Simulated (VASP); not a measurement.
# Ag (Fm-3m) in VASP: relaxation of cell and atoms with LDA

Aim: the relaxation of cell and atoms of Ag with LDA.

All numbers are computed with VASP 6.6.1; they aren't measurements. Logs are shortened: lines on timing, memory, paths and dates and some standing lists are left out, and cuts for length are marked.

## 1. The cell of the first run

The structure is cubic, space group Fm-3m (No. 225). The conventional cell has a = 4.090 Å, b = 4.090 Å, c = 4.090 Å, α = 90.00°, β = 90.00°, γ = 90.00°. Within 3.8 Å of Ag (site symmetry m-3m) lie 12 Ag at 2.89 Å.

## 2. Relaxation of cell and atoms, LDA

Contents of INCAR:

```
  PREC = Accurate
  ENCUT = 600
  EDIFF = 1E-7
  ISMEAR = -1
  SIGMA = 0.1
  LREAL = False
  LASPH = True
  NELM = 100
  ALGO = Normal
  ISIF = 3
  LWAVE = False
  LCHARG = False
  IBRION = 2
  NSW = 80
  EDIFFG = -0.02
```

Contents of KPOINTS:

```
regular mesh
0
Gamma
  4 4 4
```

Contents of POSCAR:

```
Ag
1.0
    4.0900000000      0.0000000000      0.0000000000
    0.0000000000      4.0900000000      0.0000000000
    0.0000000000      0.0000000000      4.0900000000
Ag
4
Direct
    0.0000000000      0.0000000000      0.0000000000
    0.0000000000      0.5000000000      0.5000000000
    0.5000000000      0.0000000000      0.5000000000
    0.5000000000      0.5000000000      0.0000000000
```

Potentials or basis: VASP PAW LDA potentials, release 64 (Ag).

Run with:

```sh
$ cat potpaw_LDA.64/Ag/POTCAR > POTCAR
$ mpirun -np 1 vasp_std > vasp.out
```

OUTCAR:

```text
PREC = Accurate
   ENCUT = 600
   EDIFF = 1E-7
   ISMEAR = -1
   LREAL = False
   LASPH = True
   NELM = 100
   ISIF = 3
   IBRION = 2
   NSW = 80
   EDIFFG = -0.02

 ion  position               nearest neighbor table
   1  0.000  0.000  0.000-   2 2.89   3 2.89   4 2.89   2 2.89   3 2.89   2 2.89   4 2.89   2 2.89
                             3 2.89   4 2.89   3 2.89   4 2.89
   2  0.000  0.500  0.500-   1 2.89   3 2.89   4 2.89   1 2.89   4 2.89   1 2.89   3 2.89   1 2.89
                             3 2.89   4 2.89   4 2.89   3 2.89
   3  0.500  0.000  0.500-   1 2.89   2 2.89   4 2.89   1 2.89   4 2.89   2 2.89   4 2.89   4 2.89
                             1 2.89   2 2.89   1 2.89   2 2.89
   4  0.500  0.500  0.000-   1 2.89   2 2.89   3 2.89   2 2.89   3 2.89   1 2.89   3 2.89   3 2.89
                             1 2.89   2 2.89   2 2.89   1 2.89

  LATTYP: Found a simple cubic cell.
 ALAT       =     4.0900000000

  Lattice vectors:

 A1 = (   4.0900000000,   0.0000000000,   0.0000000000)
 A2 = (   0.0000000000,   4.0900000000,   0.0000000000)
 A3 = (   0.0000000000,   0.0000000000,   4.0900000000)

Analysis of symmetry for initial positions (statically):
=====================================================================
 Subroutine PRICEL returns following result:

  LATTYP: Found a face centered cubic cell.
 ALAT       =     4.0900000000

  Lattice vectors:

 A1 = (   2.0450000000,  -2.0450000000,   0.0000000000)
 A2 = (   2.0450000000,   0.0000000000,   2.0450000000)
 A3 = (   0.0000000000,  -2.0450000000,   2.0450000000)

   4 primitive cells build up your supercell.

 Routine SETGRP: Setting up the symmetry group for a
 simple cubic supercell.

 Subroutine GETGRP returns: Found 48 space group operations
 (whereof 48 operations were pure point group operations)
 out of a pool of 48 trial point group operations.

The static configuration has the point symmetry O_h .

Analysis of symmetry for dynamics (positions and initial velocities):
=====================================================================
 Subroutine PRICEL returns following result:

  LATTYP: Found a face centered cubic cell.
 ALAT       =     4.0900000000

  Lattice vectors:

 A1 = (   2.0450000000,  -2.0450000000,   0.0000000000)
 A2 = (   2.0450000000,   0.0000000000,   2.0450000000)
 A3 = (   0.0000000000,  -2.0450000000,   2.0450000000)

   4 primitive cells build up your supercell.

 Routine SETGRP: Setting up the symmetry group for a
 simple cubic supercell.

 Subroutine GETGRP returns: Found 48 space group operations
 (whereof 48 operations were pure point group operations)
 out of a pool of 48 trial point group operations.

The dynamic configuration has the point symmetry O_h .

 Subroutine INISYM returns: Found 48 space group operations
 (whereof 48 operations are pure point group operations),
 and found     4 'primitive' translations

----------------------------------------------------------------------------------------

                                     Primitive cell

  volume of cell :      17.1045

  direct lattice vectors                    reciprocal lattice vectors
     2.045000000 -2.045000000  0.000000000     0.244498778 -0.244498778 -0.244498778
     2.045000000  0.000000000  2.045000000     0.244498778  0.244498778  0.244498778
     0.000000000 -2.045000000  2.045000000    -0.244498778 -0.244498778  0.244498778

  length of vectors
     2.892066735  2.892066735  2.892066735     0.423484305  0.423484305  0.423484305

  position of ions in fractional coordinates (direct lattice)
     0.000000000  0.000000000  0.000000000

  ion indices of the primitive-cell ions
   primitive index   ion index
                 1           1

----------------------------------------------------------------------------------------

 KPOINTS: regular mesh

Automatic generation of k-mesh.
 Grid dimensions read from file:
 generate k-points for:    4    4    4

 Generating k-lattice:

  Cartesian coordinates                     Fractional coordinates (reciprocal lattice)
     0.061124694  0.000000000  0.000000000     0.250000000  0.000000000  0.000000000
     0.000000000  0.061124694  0.000000000     0.000000000  0.250000000  0.000000000
     0.000000000  0.000000000  0.061124694     0.000000000  0.000000000  0.250000000

  Length of vectors
     0.061124694  0.061124694  0.061124694

  Shift w.r.t. Gamma in fractional coordinates (k-lattice)
     0.000000000  0.000000000  0.000000000

 Subroutine IBZKPT returns following result:
 ===========================================

 Found     10 irreducible k-points:

 Following reciprocal coordinates:
            Coordinates               Weight
  0.000000  0.000000  0.000000      1.000000
  0.250000  0.000000  0.000000      6.000000
  0.500000  0.000000  0.000000      3.000000
  0.250000  0.250000  0.000000     12.000000
  0.500000  0.250000  0.000000     12.000000
  0.500000  0.500000  0.000000      3.000000
  0.250000  0.250000  0.250000      8.000000
  0.500000  0.250000  0.250000     12.000000
  0.500000  0.500000  0.250000      6.000000
  0.500000  0.500000  0.500000      1.000000
   k-points           NKPTS =     10   k-points in BZ     NKDIM =     10   number of bands    NBANDS=     26
   number of dos      NEDOS =    301   number of ions     NIONS =      4
   total plane-waves  NPLWV =  46656
   dimension x,y,z NGX =    36 NGY =   36 NGZ =   36
   dimension x,y,z NGXF=    72 NGYF=   72 NGZF=   72
   ions per type =               4
   NGX,Y,Z   is equivalent  to a cutoff of  14.63, 14.63, 14.63 a.u.
   NGXF,Y,Z  is equivalent  to a cutoff of  29.27, 29.27, 29.27 a.u.
 SYSTEM =  unknown system
   PREC   = accura    normal or accurate (medium, high low for compatibility)
   ISTART =      0    job   : 0-new  1-cont  2-samecut
   ICHARG =      2    charge: 1-file 2-atom 10-const
   ISPIN  =      1    spin polarized calculation?
   LNONCOLLINEAR =      F non collinear calculations
   LSORBIT =      F    spin-orbit coupling
   LASPH  =      T    aspherical Exc in radial PAW
   ENCUT  =  600.0 eV  44.10 Ry    6.64 a.u.   8.17  8.17  8.17*2*pi/ulx,y,z
   NELM   =    100;   NELMIN=  2; NELMDL= -5     # of ELM steps
   EDIFF  = 0.1E-06   stopping-criterion for ELM
   LREAL  =      F    real-space projection
   EDIFFG = -.2E-01   stopping-criterion for IOM
   NSW    =     80    number of steps for IOM
   IBRION =      2    ionic relax: 0-MD 1-quasi-New 2-CG
   NFREE  =      1    steps in history (QN), initial steepest desc. (CG)
   ISIF   =      3    stress and relaxation
   ISYM   =      2    0-nonsym 1-usesym 2-fastsym
   POTIM  = 0.5000    time-step for ionic-motion
   TEBEG  =    0.0;   TEEND  =   0.0 temperature during run
   PSTRESS=    0.0 pullay stress
   NELECT =      44.0000    total number of electrons
   NUPDOWN=      -1.0000    fix difference up-down
   EMIN   =  10.00;   EMAX   =-10.00  energy-range for DOS
   EFERMI =   0.00;   METHOD = LEGACY
   ISMEAR =    -1;   SIGMA  =   0.10  broadening in eV -4-tet -1-fermi 0-gaus
   EFERMI_NEDOS =   21; number of points for ismear=-14 and -15
   IALGO  =     38    algorithm
   IMIX   =      4    mixing-type and parameters
     AMIX     =   0.40;   BMIX     =  1.00
     AMIX_MAG =   1.60;   BMIX_MAG =  1.00
  volume/ion in A,a.u.               =      17.10       115.43
  Fermi-wavevector in a.u.,A,eV,Ry     =   1.413088  2.670348 27.168338  1.996817
  Thomas-Fermi vector in A             =   2.534769
   LORBIT       =      0    0 simple, 1 ext, 2 COOP (PROOUT), +10 PAW based schemes
   GGA     = CA    functional components
   LHFCALC =     F    Hartree Fock is set to
   AEXX    =    0.0000 exact exchange contribution
   IVDW    =     0    specifies the selected vdW correction
   LEPSILON=     F    determine dielectric tensor
   LRPA    =     F    only Hartree local field effects (RPA)
 conjugate gradient relaxation of ions
 non-spin polarized calculation
  energy-cutoff  :      600.00
  volume of cell :       68.42
 maximum number of plane-waves:      2301
 NGX is ok and might be reduce to    36
   NGX = 17   NGY = 17   NGZ = 17

--------------------------------------- Ionic step        1  -------------------------------------------

 number of electron      43.9999987 magnetization

 Free energy of the ion-electron system (eV)
  ---------------------------------------------------
  ext. energy  EPLUGINS =         0.00000000
  ---------------------------------------------------
  free energy    TOTEN  =       -14.97946639 eV

  energy without entropy =      -14.95260296  energy(sigma->0) =      -14.96603467

------------------------ aborting loop because EDIFF is reached ----------------------------------------

  FORCE on cell =-STRESS in cart. coord.  units (eV):
  Direction    XX          YY          ZZ          XY          YZ          ZX
  --------------------------------------------------------------------------------------
  -------------------------------------------------------------------------------------
  Total       -3.3606198     -3.3606198     -3.3606198     -0.0000000     -0.0000000      0.0000000
  in kB      -78.6973365    -78.6973365    -78.6973365     -0.0000000     -0.0000000      0.0000000
  external PRESSURE =     -78.6973365 kB  Pullay stress =       0.0000000 kB
[... 61 lines left out ...]
  energy  without entropy=      -14.9797798115  energy(sigma->0) =      -14.99037106

--------------------------------------- Ionic step        3  -------------------------------------------

 number of electron      44.0000013 magnetization

 Free energy of the ion-electron system (eV)
  ---------------------------------------------------
  ext. energy  EPLUGINS =         0.00000000
  ---------------------------------------------------
  free energy    TOTEN  =       -15.09787564 eV

  energy without entropy =      -15.07511376  energy(sigma->0) =      -15.08649470

 E-fermi :   9.0330     XC(G=0): -12.9650

 val. band max:        8.5833016834   @ k =   0.5000   0.5000   0.0000
 cond. band min:       9.3141395567   @ k =   0.2500   0.2500   0.0000
 fundamental gap:      0.7308378733
 Fermi energy:         9.0330268483

 k-point     1 :       0.0000    0.0000    0.0000
  band No.  band energies     occupation
      1       0.7656      2.00000
      2       2.2061      2.00000
      3       2.2061      2.00000
      4       2.2061      2.00000
      5       2.3639      2.00000
      6       2.3639      2.00000
[... 310 lines left out ...]
  FREE ENERGIE OF THE ION-ELECTRON SYSTEM (eV)
  ---------------------------------------------------
  free  energy   TOTEN  =       -15.0978756352 eV

  energy  without entropy=      -15.0751137596  energy(sigma->0) =      -15.08649470

 reached required accuracy - stopping structural energy minimisation
```

Run time: 25 s. Hardware: 1 thread of AMD EPYC 9R45 (Zen 5), shared host; peak memory 0.15 GiB.

What came out:

```yaml
Free_energy: -15.0979 eV
Relaxed_volume: 16.00 Å³/atom
Relaxed_cell: a = 4.000 Å, b = 4.000 Å, c = 4.000 Å, α = 90.00°, β = 90.00°, γ = 90.00°
Space_group_after_relaxing_to_0.05_Å: Fm-3m (No. 225)
Energy_gained_by_relaxing: 29.6 meV/atom
Ionic_steps: 3
Pressure_after_relaxing: -0.1 GPa
Band_gap_on_the_k_mesh: zero (band 22 reaches 10.55 eV, above the bottom of band 23 at 8.46 eV)
```

The path:
```csv
step,energy change (eV),largest force (eV/Å),pressure (GPa),volume (Å³)
1,0.0000,0.0000,-7.87,68.42
2,-0.0215,0.0000,9.38,60.43
3,-0.1184,0.0000,-0.08,63.99
```

Final structure:
```yaml
crystal:
  lattice:
    - [3.99975, 0.00000, 0.00000]
    - [0.00000, 3.99975, 0.00000]
    - [0.00000, 0.00000, 3.99975]
  atoms:
    - { symbol: Ag, position: [0.00000, 0.00000, 0.00000] }
    - { symbol: Ag, position: [0.00000, 0.50000, 0.50000] }
    - { symbol: Ag, position: [0.50000, 0.00000, 0.50000] }
    - { symbol: Ag, position: [0.50000, 0.50000, 0.00000] }
```

Caveat: the k points lie up to 0.39 Å⁻¹ apart in the final cell.
